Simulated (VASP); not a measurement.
# Mg (P6_3/mmc) in VASP: further runs

Runs on Mg. Level: PBE. Tasks: relaxation of shape and atoms at fixed volume, single point.

Program: VASP 6.6.1. These are calculated values, not measurements. Logs are shortened: lines on timing, memory, paths and dates and some standing lists are left out, and cuts for length are marked.

## (1) The cell of the first run

Symmetry: P6_3/mmc, No. 194, hexagonal system. The conventional cell has a = 3.312 Å, b = 3.312 Å, c = 5.310 Å, α = 90.00°, β = 90.00°, γ = 120.00°. Mg (site symmetry -6m2) has 12 Mg at 3.27 to 3.31 Å within 4.3 Å.

## (2) Relaxation of shape and atoms at fixed volume, PBE (volume scaled by 1.10)

INCAR

```
SYSTEM = Mg
ALGO     = Normal         ! electronic algorithm
EDIFF    = 1E-6           ! SCF threshold, eV
EDIFFG   = -0.01          ! ionic threshold
ENCUT    = 600            ! plane-wave cutoff, eV
GGA      = PE             ! functional
IBRION   = 2              ! ionic algorithm
ISIF     = 4              ! what is computed and relaxed
ISMEAR   = 0              ! smearing method
LASPH    = .True.         ! aspherical terms in the spheres
LCHARG   = .False.        ! write CHGCAR
LREAL    = .False.        ! projectors in reciprocal space
LWAVE    = .False.        ! write WAVECAR
NELM     = 60             ! most SCF steps
NSW      = 50             ! ionic steps
PREC     = Accurate       ! precision mode
SIGMA    = 0.1            ! smearing width, eV
```

KPOINTS

```
k-points
0
Gamma
  18 18 8
  0 0 0
```

POSCAR

```
Mg
1.0
    3.3120363366      0.0000000000      0.0000000000
   -1.6560181683      2.8683076057      0.0000000000
    0.0000000000      0.0000000000      5.3102778264
Mg
2
Direct
    0.3333333333      0.6666666667      0.2500000000
    0.6666666667      0.3333333333      0.7500000000
```

Potentials or basis: VASP PAW PBE potentials, release 64 (Mg).

Started as:

```console
$ cat potpaw_PBE.64/Mg/POTCAR > POTCAR
$ mpirun -np 1 vasp_std > vasp.out
```

OUTCAR:

```text
SYSTEM = Mg
   EDIFF = 1E-6
   EDIFFG = -0.01
   ENCUT = 600
   GGA = PE
   IBRION = 2
   ISIF = 4
   ISMEAR = 0
   LASPH = .True.
   LREAL = .False.
   NELM = 60
   NSW = 50
   PREC = Accurate

 ion  position               nearest neighbor table
   1  0.333  0.667  0.250-   2 3.27   2 3.27   2 3.27   2 3.27   2 3.27   2 3.27
   2  0.667  0.333  0.750-   1 3.27   1 3.27   1 3.27   1 3.27   1 3.27   1 3.27

  LATTYP: Found a hexagonal cell.
 ALAT       =     3.3120363366
 C/A-ratio  =     1.6033271639

  Lattice vectors:

 A1 = (   3.3120363366,   0.0000000000,   0.0000000000)
 A2 = (  -1.6560181683,   2.8683076057,   0.0000000000)
 A3 = (   0.0000000000,   0.0000000000,   5.3102778264)

Analysis of symmetry for initial positions (statically):
=====================================================================
 Subroutine PRICEL returns:
 Original cell was already a primitive cell.

 Routine SETGRP: Setting up the symmetry group for a
 hexagonal supercell.

 Subroutine GETGRP returns: Found 24 space group operations
 (whereof 12 operations were pure point group operations)
 out of a pool of 24 trial point group operations.

The static configuration has the point symmetry D_3d.
 The point group associated with its full space group is D_6h.

Analysis of symmetry for dynamics (positions and initial velocities):
=====================================================================
 Subroutine PRICEL returns:
 Original cell was already a primitive cell.

 Routine SETGRP: Setting up the symmetry group for a
 hexagonal supercell.

 Subroutine GETGRP returns: Found 24 space group operations
 (whereof 12 operations were pure point group operations)
 out of a pool of 24 trial point group operations.

The dynamic configuration has the point symmetry D_3d.
 The point group associated with its full space group is D_6h.

 Subroutine INISYM returns: Found 24 space group operations
 (whereof 12 operations are pure point group operations),
 and found     1 'primitive' translations

[... 152 lines left out ...]
  Total       -0.9133519     -0.9133519     -0.9472657      0.0000000      0.0000000      0.0000000
  in kB      -29.0075230    -29.0075230    -30.0846075      0.0000000      0.0000000      0.0000000
  external PRESSURE =     -29.3665512 kB  Pullay stress =       0.0000000 kB

 VOLUME and BASIS-vectors are now :
 -----------------------------------------------------------------------------
  energy-cutoff  :      600.00
  volume of cell :       50.45
      direct lattice vectors                 reciprocal lattice vectors
     3.312036337  0.000000000  0.000000000     0.301929055  0.174318821  0.000000000
    -1.656018168  2.868307606  0.000000000     0.000000000  0.348637642  0.000000000
     0.000000000  0.000000000  5.310277826     0.000000000  0.000000000  0.188314064

 POSITION                                       TOTAL-FORCE (eV/Angst)
 -----------------------------------------------------------------------------------
     -0.00000      1.91221      1.32757         0.000000      0.000000      0.000000
      1.65602      0.95610      3.98271         0.000000     -0.000000      0.000000
 -----------------------------------------------------------------------------------
    total drift:                                0.000000     -0.000000      0.000000

  FREE ENERGIE OF THE ION-ELECTRON SYSTEM (eV)
  ---------------------------------------------------
  free  energy   TOTEN  =        -2.9688046404 eV

  energy  without entropy=       -2.9636268042  energy(sigma->0) =       -2.96621572

--------------------------------------- Ionic step        2  -------------------------------------------

 number of electron       4.0000000 magnetization

 Free energy of the ion-electron system (eV)
  ---------------------------------------------------
  ext. energy  EPLUGINS =         0.00000000
  ---------------------------------------------------
  free energy    TOTEN  =        -2.96882082 eV

  energy without entropy =       -2.96366716  energy(sigma->0) =       -2.96624399

 E-fermi :   2.1699     XC(G=0):  -8.2048

 val. band max:        2.1691119335   @ k =   0.3889   0.1667   0.3750
 cond. band min:       2.1782206804   @ k =   0.2222   0.2222   0.1250
 fundamental gap:      0.0091087469
 Fermi energy:         2.1699492675

 k-point     1 :       0.0000    0.0000    0.0000
  band No.  band energies     occupation
      1      -4.3753      2.00000
      2       0.6949      2.00000
      3       1.0322      2.00000
      4      12.3272      0.00000
      5      12.3273      0.00000
      6      12.4296      0.00000
[... 199 lines left out ...]
 k-point    24 :       0.3889    0.1111    0.0000
  band No.  band energies     occupation
      1      -0.6542      2.00000
      2       1.2792      2.00000
      3       4.1735      0.00000
      4       4.6681      0.00000
      5       5.9112      0.00000
      6       6.1159      0.00000

 [... further k-points ...]

------------------------ aborting loop because EDIFF is reached ----------------------------------------

  FORCE on cell =-STRESS in cart. coord.  units (eV):
  Direction    XX          YY          ZZ          XY          YZ          ZX
  --------------------------------------------------------------------------------------
  -------------------------------------------------------------------------------------
  Total       -0.9156898     -0.9156898     -0.9415389      0.0000000      0.0000000      0.0000000
  in kB      -29.0817734    -29.0817734    -29.9027276      0.0000000      0.0000000      0.0000000
  external PRESSURE =     -29.3554248 kB  Pullay stress =       0.0000000 kB

 VOLUME and BASIS-vectors are now :
 -----------------------------------------------------------------------------
  energy-cutoff  :      600.00
  volume of cell :       50.45
      direct lattice vectors                 reciprocal lattice vectors
     3.312939717  0.000000000  0.000000000     0.301846724  0.174271287 -0.000000000
    -1.656469859  2.869089956  0.000000000     0.000000000  0.348542575 -0.000000000
     0.000000000  0.000000000  5.307382182     0.000000000  0.000000000  0.188416806

 POSITION                                       TOTAL-FORCE (eV/Angst)
 -----------------------------------------------------------------------------------
     -0.00000      1.91273      1.32685         0.000000      0.000000      0.000000
      1.65647      0.95636      3.98054        -0.000000     -0.000000      0.000000
 -----------------------------------------------------------------------------------
    total drift:                                0.000000     -0.000000      0.000000

  FREE ENERGIE OF THE ION-ELECTRON SYSTEM (eV)
  ---------------------------------------------------
  free  energy   TOTEN  =        -2.9688208155 eV

  energy  without entropy=       -2.9636671553  energy(sigma->0) =       -2.96624399

 reached required accuracy - stopping structural energy minimisation
```

Run time: 48 s. Hardware: 1 thread of Intel Xeon 6975P-C, shared host; peak memory 0.23 GiB.

Results:

| Quantity | Value |
| --- | --- |
| Free energy | -2.9688 eV |
| Energy gained by relaxing | 0.0 meV/atom |
| Ionic steps | 2 |
| Pressure after relaxing | -2.9 GPa |
| Band gap on the k mesh | zero (band 2 reaches 3.20 eV, above the bottom of band 3 at 1.03 eV) |

Stress tensor (GPa, compression positive):
```
-2.91  0.00  0.00
 0.00 -2.91  0.00
 0.00  0.00 -2.99
```

Final structure:
```
Mg
1.0
     3.31294    0.00000    0.00000
    -1.65647    2.86909    0.00000
     0.00000    0.00000    5.30738
Mg
2
Direct
  0.33333 0.66667 0.25000
  0.66667 0.33333 0.75000
```

Caveat: the cell differs from its parent crystal (volume scaled by 1.10).

## (3) Single point, PBE

This run uses another cell than the first one, of 23.62 Å³/atom, 0.936 times its volume.

INCAR

```
PREC = Accurate
ENCUT = 520
EDIFF = 1E-6
ISMEAR = 0
SIGMA = 0.1
LREAL = F
LASPH = T
NELM = 60
ALGO = Fast
ISIF = 2
LWAVE = F
LCHARG = F
GGA = PE
ISYM = 0
NBANDS = 9
```

KPOINTS

```
Automatic mesh
0
Gamma
  18 18 8
  0.5 0.5 0.5
```

POSCAR

```
Mg
1.0
    3.2402357250      0.0000000000      0.0000000000
   -1.6201178625      2.8061264521      0.0000000000
    0.0000000000      0.0000000000      5.1951579555
Mg
2
Direct
    0.3333333333      0.6666666667      0.2500000000
    0.6666666667      0.3333333333      0.7500000000
```

Potentials or basis: VASP PAW PBE potentials, release 64 (Mg).

Started as:

```console
$ cat potpaw_PBE.64/Mg/POTCAR > POTCAR
$ mpirun -np 1 vasp_std > vasp.out
```

It took 8.1 min on 1 thread of Intel Xeon 6975P-C, shared host; peak memory 1.5 GiB.

Results (log left out):

```yaml
Free_energy: -3.0081 eV
Pressure: -1.1 GPa
Band_gap_on_the_k_mesh: zero (band 2 reaches 3.34 eV, above the bottom of band 3 at 1.87 eV)
```

Stress tensor (GPa, compression positive):
```
-1.38  0.00  0.00
 0.00 -1.38  0.00
 0.00  0.00 -0.47
```

Levels at points of the mesh, in eV from the Fermi level:
```tsv
k point	band 1	band 2	band 3	band 4	band 5	band 6	band 7
(0.03, 0.03, 0.06)	-6.76	-2.00	-0.60	9.58	9.69	11.01	11.17
```
